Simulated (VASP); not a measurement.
# Ir (P6_3/mmc) in VASP: a series of runs, part 2 of 2

VASP 6.6.1.

## (4) Single point, revPBE (volume scaled by 1.12)

File INCAR:

```
SYSTEM = Ir
ALGO = Normal
EDIFF = 1E-6
ENCUT = 520
GGA = RE
ISIF = 2
ISMEAR = -1
LASPH = .TRUE.
LCHARG = .FALSE.
LREAL = .FALSE.
LWAVE = .FALSE.
NBANDS = 16
NELM = 100
PREC = Accurate
SIGMA = 0.1
```

File KPOINTS:

```
k-points
0
G
  15 15 8
  0 0 0
```

File POSCAR:

```
Ir
1.0
    2.8627311375      0.0000000000      0.0000000000
   -1.4313655687      2.4791978893      0.0000000000
    0.0000000000      0.0000000000      4.6423994209
Ir
2
Direct
    0.3333333333      0.6666666667      0.2500000000
    0.6666666667      0.3333333333      0.7500000000
```

Potentials or basis: VASP PAW PBE potentials, release 64 (Ir).

Run with:

```sh
cat potpaw_PBE.64/Ir/POTCAR > POTCAR
mpirun -np 1 vasp_std > vasp.out
```

OUTCAR:

```text
SYSTEM = Ir
   EDIFF = 1E-6
   ENCUT = 520
   GGA = RE
   ISIF = 2
   ISMEAR = -1
   LASPH = .TRUE.
   LREAL = .FALSE.
   NELM = 100
   PREC = Accurate

 ion  position               nearest neighbor table
   1  0.333  0.667  0.250-   2 2.85   2 2.85   2 2.85   2 2.85   2 2.85   2 2.85
   2  0.667  0.333  0.750-   1 2.85   1 2.85   1 2.85   1 2.85   1 2.85   1 2.85

  LATTYP: Found a hexagonal cell.
 ALAT       =     2.8627311375
 C/A-ratio  =     1.6216679800

  Lattice vectors:

 A1 = (   2.8627311375,   0.0000000000,   0.0000000000)
 A2 = (  -1.4313655687,   2.4791978893,   0.0000000000)
 A3 = (   0.0000000000,   0.0000000000,   4.6423994209)

Analysis of symmetry for initial positions (statically):
=====================================================================
 Subroutine PRICEL returns:
 Original cell was already a primitive cell.

 Routine SETGRP: Setting up the symmetry group for a
 hexagonal supercell.

 Subroutine GETGRP returns: Found 24 space group operations
 (whereof 12 operations were pure point group operations)
 out of a pool of 24 trial point group operations.

The static configuration has the point symmetry D_3d.
 The point group associated with its full space group is D_6h.

Analysis of symmetry for dynamics (positions and initial velocities):
=====================================================================
 Subroutine PRICEL returns:
 Original cell was already a primitive cell.

 Routine SETGRP: Setting up the symmetry group for a
 hexagonal supercell.

 Subroutine GETGRP returns: Found 24 space group operations
 (whereof 12 operations were pure point group operations)
 out of a pool of 24 trial point group operations.

The dynamic configuration has the point symmetry D_3d.
 The point group associated with its full space group is D_6h.

 Subroutine INISYM returns: Found 24 space group operations
[... 107 lines left out ...]
   PSTRESS=    0.0 pullay stress
   NELECT =      18.0000    total number of electrons
   NUPDOWN=      -1.0000    fix difference up-down
   EMIN   =  10.00;   EMAX   =-10.00  energy-range for DOS
   EFERMI =   0.00;   METHOD = LEGACY
   ISMEAR =    -1;   SIGMA  =   0.10  broadening in eV -4-tet -1-fermi 0-gaus
   EFERMI_NEDOS =   21; number of points for ismear=-14 and -15
   IALGO  =     38    algorithm
   IMIX   =      4    mixing-type and parameters
     AMIX     =   0.40;   BMIX     =  1.00
     AMIX_MAG =   1.60;   BMIX_MAG =  1.00
  volume/ion in A,a.u.               =      16.47       111.17
  Fermi-wavevector in a.u.,A,eV,Ry     =   1.338302  2.529025 24.368759  1.791053
  Thomas-Fermi vector in A             =   2.466783
   LORBIT       =      0    0 simple, 1 ext, 2 COOP (PROOUT), +10 PAW based schemes
   GGA     = RE    functional components
   LHFCALC =     F    Hartree Fock is set to
   AEXX    =    0.0000 exact exchange contribution
   IVDW    =     0    specifies the selected vdW correction
   LEPSILON=     F    determine dielectric tensor
   LRPA    =     F    only Hartree local field effects (RPA)
 non-spin polarized calculation
  energy-cutoff  :      520.00
  volume of cell :       32.95
 maximum number of plane-waves:       906
 NGX is ok and might be reduce to    24
   NGX = 11   NGY = 11   NGZ = 17

 number of electron      17.9999997 magnetization

 Free energy of the ion-electron system (eV)
  ---------------------------------------------------
  ext. energy  EPLUGINS =         0.00000000
  ---------------------------------------------------
  free energy    TOTEN  =       -16.19503384 eV

  energy without entropy =      -16.09575509  energy(sigma->0) =      -16.14539446

 E-fermi :   8.0901     XC(G=0): -13.0584

 val. band max:        8.0802288780   @ k =   0.2667   0.2000   0.3750
 cond. band min:       8.0950911764   @ k =   0.2000   0.2000   0.1250
 fundamental gap:      0.0148622983
 Fermi energy:         8.0900641168

 k-point     1 :       0.0000    0.0000    0.0000
  band No.  band energies     occupation
      1      -1.5266      2.00000
      2       1.4343      2.00000
      3       4.9865      2.00000
      4       5.0811      2.00000
      5       5.0811      2.00000
      6       5.5880      2.00000
[... 433 lines left out ...]
      3       2.8950      2.00000
      4       4.4901      2.00000
      5       4.6567      2.00000
      6       5.0668      2.00000
[... 8 lines left out ...]
     15      18.8798      0.00000
     16      19.6294      0.00000

 [... further k-points ...]
[... 5 lines left out ...]
  --------------------------------------------------------------------------------------
  -------------------------------------------------------------------------------------
  Total       -5.6547432     -5.6547432     -5.8097094     -0.0000000      0.0000000      0.0000000
  in kB     -274.9724667   -274.9724667   -282.5079903     -0.0000000      0.0000000      0.0000000
  external PRESSURE =    -277.4843079 kB  Pullay stress =       0.0000000 kB

 VOLUME and BASIS-vectors are now :
 -----------------------------------------------------------------------------
  energy-cutoff  :      520.00
  volume of cell :       32.95
      direct lattice vectors                 reciprocal lattice vectors
     2.862731137  0.000000000  0.000000000     0.349316772  0.201678132  0.000000000
    -1.431365569  2.479197889  0.000000000     0.000000000  0.403356265  0.000000000
     0.000000000  0.000000000  4.642399421     0.000000000  0.000000000  0.215405851

 POSITION                                       TOTAL-FORCE (eV/Angst)
 -----------------------------------------------------------------------------------
     -0.00000      1.65280      1.16060         0.000000      0.000000      0.000000
      1.43137      0.82640      3.48180        -0.000000     -0.000000      0.000000
 -----------------------------------------------------------------------------------
    total drift:                               -0.000000      0.000000     -0.000000

  FREE ENERGIE OF THE ION-ELECTRON SYSTEM (eV)
  ---------------------------------------------------
  free  energy   TOTEN  =       -16.1950338355 eV

  energy  without entropy=      -16.0957550921  energy(sigma->0) =      -16.14539446
```

OSZICAR:

```text
N       E                     dE             d eps       ncg     rms          rms(c)
DAV:   1     0.137772975265E+03    0.13777E+03   -0.83297E+03  4320   0.110E+03
DAV:   2    -0.133984639426E+02   -0.15117E+03   -0.13503E+03  4320   0.295E+02
DAV:   3    -0.172862899486E+02   -0.38878E+01   -0.38098E+01  6000   0.551E+01
DAV:   4    -0.173271985078E+02   -0.40909E-01   -0.40883E-01  4944   0.499E+00
DAV:   5    -0.173282888619E+02   -0.10904E-02   -0.10903E-02  6000   0.830E-01    0.143E+01
DAV:   6    -0.163251620504E+02    0.10031E+01   -0.15468E+00  5208   0.157E+01    0.567E+00
DAV:   7    -0.162040673471E+02    0.12109E+00   -0.32241E-01  5768   0.664E+00    0.234E+00
DAV:   8    -0.161963295712E+02    0.77378E-02   -0.60694E-03  4840   0.732E-01    0.838E-01
DAV:   9    -0.161950141283E+02    0.13154E-02   -0.20966E-03  5744   0.554E-01    0.325E-02
DAV:  10    -0.161950292417E+02   -0.15113E-04   -0.17310E-05  6056   0.330E-02    0.100E-02
DAV:  11    -0.161950336071E+02   -0.43654E-05   -0.15345E-06  4728   0.125E-02    0.140E-03
DAV:  12    -0.161950338355E+02   -0.22841E-06   -0.14911E-07  3040   0.417E-03
   1 F= -.16195034E+02 E0= -.16145394E+02  d E =-.992787E-01
```

stdout:

```text
POSCAR found type information on POSCAR Ir
 POSCAR found :  1 types and       2 ions
 scaLAPACK will be used
 -----------------------------------------------------------------------------
|                                                                             |
|                                                                             |
|     You enforced a specific xc type in the INCAR file but a different       |
|     I HOPE YOU KNOW WHAT YOU ARE DOING!                                     |
|                                                                             |
 -----------------------------------------------------------------------------

 LDA part: xc-table for (Slater+PW92), standard interpolation
 POSCAR, INCAR and KPOINTS ok, starting setup
 FFT: planning ... GRIDC
 FFT: planning ... GRID_SOFT
 FFT: planning ... GRID
 WAVECAR not read
 entering main loop
```

Wall time 36 s (1 thread of Intel Xeon Platinum 8488C (Sapphire Rapids), shared host); peak memory 0.2 GiB.

Results:

* Free energy: -16.1950 eV
* Pressure: -27.7 GPa
* Band gap on the k mesh: zero (band 9 reaches 8.81 eV, above the bottom of band 10 at 6.32 eV)

Stress tensor (GPa, compression positive):
```
-27.50   0.00   0.00
  0.00 -27.50   0.00
  0.00   0.00 -28.25
```

Caveat: the PAW data sets were made with another functional, which shifts forces and pressure a little; spin-orbit coupling is left out, which moves the levels of the heavy elements.

## (5) Overview

```csv
cell,gap on the mesh (eV),pressure (GPa)
"a = 2.793, b = 2.793, c = 4.529 Å, angles 90.0, 90.0, 120.0°, 2 atoms",none,-11.5
"a = 2.828, b = 2.828, c = 4.586 Å, angles 90.0, 90.0, 120.0°, 2 atoms",none,-20.7
"a = 2.863, b = 2.863, c = 4.642 Å, angles 90.0, 90.0, 120.0°, 2 atoms",none,-27.7
```

Alike in all rows: task single point; level revPBE; potentials or basis VASP PAW PBE potentials, release 64 (Ir); no spin polarisation; k mesh 15 × 15 × 8; cutoff (eV) 520; smearing fermi-dirac 0.1 eV.

Caveats: the PAW data sets were made with another functional, which shifts forces and pressure a little; spin-orbit coupling is left out, which moves the levels of the heavy elements.

Absolute energies hang on the potentials; compare differences alone.
